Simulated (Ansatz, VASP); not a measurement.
## One calculation of InAs, two programs

INCAR

```
PREC = Accurate
ENCUT = 520
EDIFF = 1E-7
ISMEAR = 0
SIGMA = 0.05
LREAL = F
LASPH = T
NELM = 60
ALGO = Normal
ISIF = 2
LWAVE = F
LCHARG = T
GGA = PE
LELF = T
LVHAR = T
NBANDS = 16
```

File KPOINTS:

```
regular mesh
0
Gamma
  14 14 14
```

File POSCAR:

```
InAs
1.0
    0.0000000000      2.8346271336      2.8346271336
    2.8346271336      0.0000000000      2.8346271336
    2.8346271336      2.8346271336      0.0000000000
In As
1 1
Direct
    0.5000000000      0.5000000000      0.5000000000
    0.0000000000      0.0000000000      0.0000000000
```

Input for Ansatz:

```yaml
crystal:
  lattice:
    - [0.0, 2.8346271336, 2.8346271336]
    - [2.8346271336, 0.0, 2.8346271336]
    - [2.8346271336, 2.8346271336, 0.0]
  atoms:
    - { symbol: In, position: [0.5, 0.5, 0.5] }
    - { symbol: As, position: [0.0, 0.0, 0.0] }
basis:
  ecutwfc: 420
  ecutrho_ratio: 4
kpoints:
  mp_grid: { grid: [14, 14, 14] }
hamiltonian:
  xc: pbe
scf:
  occupations: { method: gaussian, width: 0.05 }
output:
  forces: true
  stress: true
  eigenvalues: true
```

Alike in both runs: task single point; functional PBE; k mesh 14 × 14 × 14; occupations gaussian, width 0.05 eV; no spin polarisation.

```csv
,VASP,Ansatz
version,VASP 6.6.1,Ansatz 0.2.0
potentials or method,"VASP PAW PBE potentials, release 64 (In_d, As), cutoff 520 eV","scalar-relativistic, plane waves, PAW"
valence electrons in the cell,18,28
```

```tsv
	VASP	Ansatz	Ansatz less VASP
gap on the k mesh at the Fermi level (eV)	none	none	-
pressure (GPa)	2.9	2.9	-0.08
```

A gap of «none» marks a metal or a gap that the smearing closes. The functional is the same, so the differences come from potentials, cutoffs and numerics. VASP's potentials hold 18 valence electrons a cell and Ansatz's 28, so a difference there can come from the potentials and not from the codes.
